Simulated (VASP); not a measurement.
# HfN (vib) (Fm-3m) in VASP: relaxation of cell and atoms with LDA

Aim: the relaxation of cell and atoms of HfN (vib) with LDA.

Program: VASP 6.6.1. These are calculated values, not measurements. Logs are shortened: lines on timing, memory, paths and dates and some standing lists are left out, and cuts for length are marked.

## 1. The cell of the first run

It takes space group Fm-3m (No. 225, cubic). Conventional cell: a = 4.512 Å, b = 4.512 Å, c = 4.512 Å, α = 90.00°, β = 90.00°, γ = 90.00°. Hf (site symmetry m-3m) has 6 N at 2.26 Å within 3.0 Å. N (site symmetry m-3m) has 6 Hf at 2.26 Å within 3.0 Å.

## 2. Relaxation of cell and atoms, LDA

Contents of INCAR:

```
SYSTEM = HfN
  PREC = Accurate
  ENCUT = 600
  EDIFF = 1E-7
  ISMEAR = 0
  SIGMA = 0.1
  LREAL = .FALSE.
  LASPH = .TRUE.
  NELM = 120
  ALGO = Normal
  ISIF = 3
  LWAVE = .FALSE.
  LCHARG = .FALSE.
  GGA = CA
  IBRION = 2
  NSW = 100
  EDIFFG = -0.002
  GGA_COMPAT = .FALSE.
  NELMIN = 4
```

Contents of KPOINTS:

```
regular mesh
0
G
  12 12 12
  0 0 0
```

Contents of POSCAR:

```
HfN
1.0
    0.0000000000      2.2558601200      2.2558601200
    2.2558601200      0.0000000000      2.2558601200
    2.2558601200      2.2558601200      0.0000000000
Hf N
1 1
Direct
    0.0000000000      0.0000000000      0.0000000000
    0.5000000000      0.5000000000      0.5000000000
```

Potentials or basis: VASP PAW LDA potentials, release 64 (Hf_pv, N).

Launch:

```console
cat potpaw_LDA.64/Hf_pv/POTCAR potpaw_LDA.64/N/POTCAR > POTCAR
mpirun -np 1 vasp_std > vasp.out
```

OUTCAR:

```text
SYSTEM = HfN
   PREC = Accurate
   ENCUT = 600
   EDIFF = 1E-7
   ISMEAR = 0
   LREAL = .FALSE.
   LASPH = .TRUE.
   NELM = 120
   ISIF = 3
   GGA = CA
   IBRION = 2
   NSW = 100
   EDIFFG = -0.002
   NELMIN = 4

 ion  position               nearest neighbor table
   1  0.000  0.000  0.000-   2 2.26   2 2.26   2 2.26   2 2.26   2 2.26   2 2.26
   2  0.500  0.500  0.500-   1 2.26   1 2.26   1 2.26   1 2.26   1 2.26   1 2.26

  LATTYP: Found a face centered cubic cell.
 ALAT       =     4.5117202400

  Lattice vectors:

 A1 = (   0.0000000000,   2.2558601200,   2.2558601200)
 A2 = (   2.2558601200,   0.0000000000,   2.2558601200)
 A3 = (   2.2558601200,   2.2558601200,   0.0000000000)

Analysis of symmetry for initial positions (statically):
=====================================================================
 Subroutine PRICEL returns:
 Original cell was already a primitive cell.

 Routine SETGRP: Setting up the symmetry group for a
 face centered cubic supercell.

 Subroutine GETGRP returns: Found 48 space group operations
 (whereof 48 operations were pure point group operations)
 out of a pool of 48 trial point group operations.

The static configuration has the point symmetry O_h .

Analysis of symmetry for dynamics (positions and initial velocities):
=====================================================================
 Subroutine PRICEL returns:
 Original cell was already a primitive cell.

 Routine SETGRP: Setting up the symmetry group for a
 face centered cubic supercell.

 Subroutine GETGRP returns: Found 48 space group operations
 (whereof 48 operations were pure point group operations)
 out of a pool of 48 trial point group operations.

The dynamic configuration has the point symmetry O_h .

 Subroutine INISYM returns: Found 48 space group operations
 (whereof 48 operations are pure point group operations),
 and found     1 'primitive' translations

----------------------------------------------------------------------------------------

                                     Primitive cell

  volume of cell :      22.9597

  direct lattice vectors                    reciprocal lattice vectors
     0.000000000  2.255860120  2.255860120    -0.221644948  0.221644948  0.221644948
     2.255860120  0.000000000  2.255860120     0.221644948 -0.221644948  0.221644948
     2.255860120  2.255860120  0.000000000     0.221644948  0.221644948 -0.221644948

  length of vectors
     3.190267977  3.190267977  3.190267977     0.383900312  0.383900312  0.383900312

  position of ions in fractional coordinates (direct lattice)
     0.000000000  0.000000000  0.000000000
     0.500000000  0.500000000  0.500000000

  ion indices of the primitive-cell ions
   primitive index   ion index
                 1           1
                 2           2

----------------------------------------------------------------------------------------

 KPOINTS: regular mesh

Automatic generation of k-mesh.
 Grid dimensions read from file:
 generate k-points for:   12   12   12

 Generating k-lattice:

  Cartesian coordinates                     Fractional coordinates (reciprocal lattice)
    -0.018470412  0.018470412  0.018470412     0.083333333  0.000000000  0.000000000
     0.018470412 -0.018470412  0.018470412     0.000000000  0.083333333  0.000000000
     0.018470412  0.018470412 -0.018470412     0.000000000  0.000000000  0.083333333

  Length of vectors
     0.031991693  0.031991693  0.031991693

  Shift w.r.t. Gamma in fractional coordinates (k-lattice)
     0.000000000  0.000000000  0.000000000

 Subroutine IBZKPT returns following result:
 ===========================================

 Found     72 irreducible k-points:

 Following reciprocal coordinates:
            Coordinates               Weight
  0.000000  0.000000  0.000000      1.000000
  0.083333  0.000000  0.000000      8.000000
  0.166667  0.000000  0.000000      8.000000
  0.250000  0.000000  0.000000      8.000000
  0.333333  0.000000  0.000000      8.000000
  0.416667  0.000000  0.000000      8.000000
[... 16 lines left out ...]
  0.500000  0.166667  0.000000     24.000000
 -0.416667  0.166667  0.000000     24.000000
 [... further k-points ...]
   k-points           NKPTS =     72   k-points in BZ     NKDIM =     72   number of bands    NBANDS=     11
   number of dos      NEDOS =    301   number of ions     NIONS =      2
   total plane-waves  NPLWV =  21952
   dimension x,y,z NGX =    28 NGY =   28 NGZ =   28
   dimension x,y,z NGXF=    56 NGYF=   56 NGZF=   56
   ions per type =               1   1
   NGX,Y,Z   is equivalent  to a cutoff of  14.59, 14.59, 14.59 a.u.
   NGXF,Y,Z  is equivalent  to a cutoff of  29.18, 29.18, 29.18 a.u.
 SYSTEM =  HfN
   PREC   = accura    normal or accurate (medium, high low for compatibility)
   ISTART =      0    job   : 0-new  1-cont  2-samecut
   ICHARG =      2    charge: 1-file 2-atom 10-const
   ISPIN  =      1    spin polarized calculation?
   LNONCOLLINEAR =      F non collinear calculations
   LSORBIT =      F    spin-orbit coupling
   LASPH  =      T    aspherical Exc in radial PAW
   ENCUT  =  600.0 eV  44.10 Ry    6.64 a.u.   6.37  6.37  6.37*2*pi/ulx,y,z
   NELM   =    120;   NELMIN=  4; NELMDL= -5     # of ELM steps
   EDIFF  = 0.1E-06   stopping-criterion for ELM
   LREAL  =      F    real-space projection
   EDIFFG = -.2E-02   stopping-criterion for IOM
   NSW    =    100    number of steps for IOM
   IBRION =      2    ionic relax: 0-MD 1-quasi-New 2-CG
   NFREE  =      1    steps in history (QN), initial steepest desc. (CG)
   ISIF   =      3    stress and relaxation
   ISYM   =      2    0-nonsym 1-usesym 2-fastsym
   POTIM  = 0.5000    time-step for ionic-motion
   TEBEG  =    0.0;   TEEND  =   0.0 temperature during run
   PSTRESS=    0.0 pullay stress
   NELECT =      15.0000    total number of electrons
   NUPDOWN=      -1.0000    fix difference up-down
   EMIN   =  10.00;   EMAX   =-10.00  energy-range for DOS
   EFERMI =   0.00;   METHOD = LEGACY
   ISMEAR =     0;   SIGMA  =   0.10  broadening in eV -4-tet -1-fermi 0-gaus
   EFERMI_NEDOS =   21; number of points for ismear=-14 and -15
   IALGO  =     38    algorithm
   IMIX   =      4    mixing-type and parameters
     AMIX     =   0.40;   BMIX     =  1.00
     AMIX_MAG =   1.60;   BMIX_MAG =  1.00
  volume/ion in A,a.u.               =      11.48        77.47
  Fermi-wavevector in a.u.,A,eV,Ry     =   1.420528  2.684408 27.455188  2.017899
  Thomas-Fermi vector in A             =   2.541434
   LORBIT       =      0    0 simple, 1 ext, 2 COOP (PROOUT), +10 PAW based schemes
   GGA     = CA    functional components
   LHFCALC =     F    Hartree Fock is set to
   AEXX    =    0.0000 exact exchange contribution
   IVDW    =     0    specifies the selected vdW correction
   LEPSILON=     F    determine dielectric tensor
   LRPA    =     F    only Hartree local field effects (RPA)
 conjugate gradient relaxation of ions
 non-spin polarized calculation
 Gauss-broadening in eV      SIGMA  =   0.10
  energy-cutoff  :      600.00
  volume of cell :       22.96
 maximum number of plane-waves:       779
 NGX is ok and might be reduce to    28
   NGX = 13   NGY = 13   NGZ = 13

--------------------------------------- Ionic step        1  -------------------------------------------

 number of electron      15.0000002 magnetization

 Free energy of the ion-electron system (eV)
  ---------------------------------------------------
  ext. energy  EPLUGINS =         0.00000000
  ---------------------------------------------------
  free energy    TOTEN  =       -23.85735393 eV

  energy without entropy =      -23.85637450  energy(sigma->0) =      -23.85686421

------------------------ aborting loop because EDIFF is reached ----------------------------------------

  FORCE on cell =-STRESS in cart. coord.  units (eV):
  Direction    XX          YY          ZZ          XY          YZ          ZX
  --------------------------------------------------------------------------------------
  -------------------------------------------------------------------------------------
  Total       -1.3860477     -1.3860477     -1.3860477      0.0000000      0.0000000      0.0000000
  in kB      -96.7213342    -96.7213342    -96.7213342      0.0000000      0.0000000      0.0000000
  external PRESSURE =     -96.7213342 kB  Pullay stress =       0.0000000 kB

 VOLUME and BASIS-vectors are now :
 -----------------------------------------------------------------------------
  energy-cutoff  :      600.00
  volume of cell :       22.96
      direct lattice vectors                 reciprocal lattice vectors
     0.000000000  2.255860120  2.255860120    -0.221644948  0.221644948  0.221644948
     2.255860120  0.000000000  2.255860120     0.221644948 -0.221644948  0.221644948
     2.255860120  2.255860120  0.000000000     0.221644948  0.221644948 -0.221644948
[... 73 lines left out ...]
 POSITION                                       TOTAL-FORCE (eV/Angst)
 -----------------------------------------------------------------------------------
      0.00000      0.00000      0.00000        -0.000000      0.000000     -0.000000
      2.23120      2.23120      2.23120         0.000000     -0.000000      0.000000
 -----------------------------------------------------------------------------------
    total drift:                                0.000000      0.000000      0.000000

  FREE ENERGIE OF THE ION-ELECTRON SYSTEM (eV)
  ---------------------------------------------------
  free  energy   TOTEN  =       -23.8810337379 eV

  energy  without entropy=      -23.8801588610  energy(sigma->0) =      -23.88059630

--------------------------------------- Ionic step        4  -------------------------------------------

 number of electron      15.0000001 magnetization

 Free energy of the ion-electron system (eV)
  ---------------------------------------------------
  ext. energy  EPLUGINS =         0.00000000
  ---------------------------------------------------
  free energy    TOTEN  =       -23.88104657 eV

  energy without entropy =      -23.88017376  energy(sigma->0) =      -23.88061017

 E-fermi :   8.5408     XC(G=0): -13.1761

 val. band max:        8.4550701229   @ k =  -0.0833   0.0833   0.0000
 cond. band min:       8.6288118189   @ k =  -0.1667   0.2500   0.0833
 fundamental gap:      0.1737416960
 Fermi energy:         8.5407883379

 k-point     1 :       0.0000    0.0000    0.0000
  band No.  band energies     occupation
      1     -22.2427      2.00000
      2     -22.2427      2.00000
      3     -22.2427      2.00000
      4      -8.9174      2.00000
      5       5.5442      2.00000
      6       5.5442      2.00000
      7       5.5442      2.00000
      8       8.1298      2.00000
      9       8.1298      2.00000
     10       8.1298      2.00000
     11      10.5445      0.00000

 k-point     2 :       0.0833    0.0000    0.0000
  band No.  band energies     occupation
      1     -22.3271      2.00000
      2     -22.2495      2.00000
      3     -22.2495      2.00000
      4      -8.7396      2.00000
      5       4.8576      2.00000
      6       5.1145      2.00000
      7       5.1145      2.00000
      8       8.3337      1.99660
      9       8.3751      1.98085
     10       8.3751      1.98085
     11      11.1097      0.00000
[... 295 lines left out ...]
 k-point    24 :      -0.4167    0.1667    0.0000
  band No.  band energies     occupation
      1     -23.2504      2.00000
      2     -22.5424      2.00000
      3     -22.3820      2.00000
      4      -6.2969      2.00000
      5       0.2273      2.00000
      6       2.4788      2.00000
      7       2.6280      2.00000
      8      10.7425      0.00000
      9      11.4894      0.00000
     10      12.1688      0.00000
     11      15.1624      0.00000

 [... further k-points ...]
[... 5 lines left out ...]
  --------------------------------------------------------------------------------------
  -------------------------------------------------------------------------------------
  Total       -0.0022786     -0.0022786     -0.0022786      0.0000000      0.0000000     -0.0000000
  in kB       -0.1644581     -0.1644581     -0.1644581      0.0000000      0.0000000     -0.0000000
  external PRESSURE =      -0.1644581 kB  Pullay stress =       0.0000000 kB

 VOLUME and BASIS-vectors are now :
 -----------------------------------------------------------------------------
  energy-cutoff  :      600.00
  volume of cell :       22.20
      direct lattice vectors                 reciprocal lattice vectors
     0.000000000  2.230656094  2.230656094    -0.224149299  0.224149299  0.224149299
     2.230656094 -0.000000000  2.230656094     0.224149299 -0.224149299  0.224149299
     2.230656094  2.230656094  0.000000000     0.224149299  0.224149299 -0.224149299

 POSITION                                       TOTAL-FORCE (eV/Angst)
 -----------------------------------------------------------------------------------
      0.00000      2.23066      2.23066         0.000000     -0.000000      0.000000
      2.23066      2.23066      2.23066        -0.000000      0.000000     -0.000000
 -----------------------------------------------------------------------------------
    total drift:                               -0.000000     -0.000000      0.000000

  FREE ENERGIE OF THE ION-ELECTRON SYSTEM (eV)
  ---------------------------------------------------
  free  energy   TOTEN  =       -23.8810465732 eV

  energy  without entropy=      -23.8801737570  energy(sigma->0) =      -23.88061017

 reached required accuracy - stopping structural energy minimisation
```

It took 1.7 min on 1 thread of Intel Xeon 8259CL, shared host; peak memory 0.17 GiB.

Results:

* Free energy: -23.8810 eV
* Relaxed volume: 11.10 Å³/atom
* Relaxed cell: a = 3.155 Å, b = 3.155 Å, c = 3.155 Å, α = 60.00°, β = 60.00°, γ = 60.00°
* Space group after relaxing (to 0.05 Å): Fm-3m (No. 225)
* Energy gained by relaxing: 11.8 meV/atom
* Ionic steps: 4
* Pressure after relaxing: 0.0 GPa

Step by step:
| step | energy change (eV) | largest force (eV/Å) | pressure (GPa) | volume (Å³) |
| --- | --- | --- | --- | --- |
| 1 | 0.0000 | 0.0000 | -9.67 | 22.96 |
| 2 | 0.0813 | 0.0000 | 24.40 | 20.73 |
| 3 | -0.0237 | 0.0000 | -0.25 | 22.21 |
| 4 | -0.0237 | 0.0000 | -0.02 | 22.20 |

Final structure:
```cif
data_structure
_symmetry_space_group_name_H-M 'P 1'
_symmetry_Int_Tables_number 1
_cell_length_a 3.1546
_cell_length_b 3.1546
_cell_length_c 3.1546
_cell_angle_alpha 60.000
_cell_angle_beta 60.000
_cell_angle_gamma 60.000
_cell_volume 22.20
loop_
_atom_site_label
_atom_site_type_symbol
_atom_site_fract_x
_atom_site_fract_y
_atom_site_fract_z
_atom_site_occupancy
Hf1 Hf 0.00000 0.00000 0.00000 1
N1 N 0.50000 0.50000 0.50000 1
```

Levels at points of the mesh, in eV from the Fermi level:
```csv
k point,band 5,band 6,band 7,band 8,band 9,band 10,band 11
"(0.00, 0.00, 0.00)",-3.00,-3.00,-3.00,-0.41,-0.41,-0.41,2.00
"(0.50, 0.00, 0.00)",-9.06,-6.35,-6.35,3.45,3.86,3.86,4.76
"(0.50, 0.50, 0.00)",-5.28,-3.99,-3.62,-3.62,4.25,5.79,5.79
```

Caveat: spin-orbit coupling is left out, which moves the levels of the heavy elements.
